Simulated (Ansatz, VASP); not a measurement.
# ZrBr2F2: VASP beside Ansatz

```
CELL_PARAMETERS angstrom
4.21855 0.00000 0.00000
0.00000 4.21855 0.00000
0.00000 0.00000 30.00536
ATOMIC_POSITIONS crystal
Zr 0.50000 0.50000 0.28546
Br 0.50000 0.00000 0.34630
Br 0.00000 0.50000 0.34630
F 0.00000 0.50000 0.25454
F 0.50000 0.00000 0.25454
```

Alike in both runs: functional PBE; k mesh 4 × 4 × 1; occupations gaussian, width 0.1 eV; no spin polarisation.

Ansatz relaxed the structure, and its values are those at the end. VASP's run is a single point on that final structure, the one shown.

|  | VASP | Ansatz |
| --- | --- | --- |
| version | VASP 6.6.1 | Ansatz 0.2.0 |
| potentials or method | VASP PAW PBE potentials, release 64 (Zr_sv, Br, F), cutoff 520 eV | scalar-relativistic, plane waves, PAW |
| valence electrons in the cell | 40 | 40 |

Ansatz gave:

| Quantity | Value |
| --- | --- |
| gap on the k mesh at the Fermi level (eV) | none |
| rms of the force components (eV/Å) | 0.001 |

Question: Estimate VASP's values.

Answer: gap on the k mesh at the Fermi level (eV): none; rms of the force components (eV/Å): 0.004.

A gap of «none» marks a metal or a gap that the smearing closes. Ansatz's warnings: slab cell height set.

The k mesh is coarse, so the values compare programs but aren't converged.
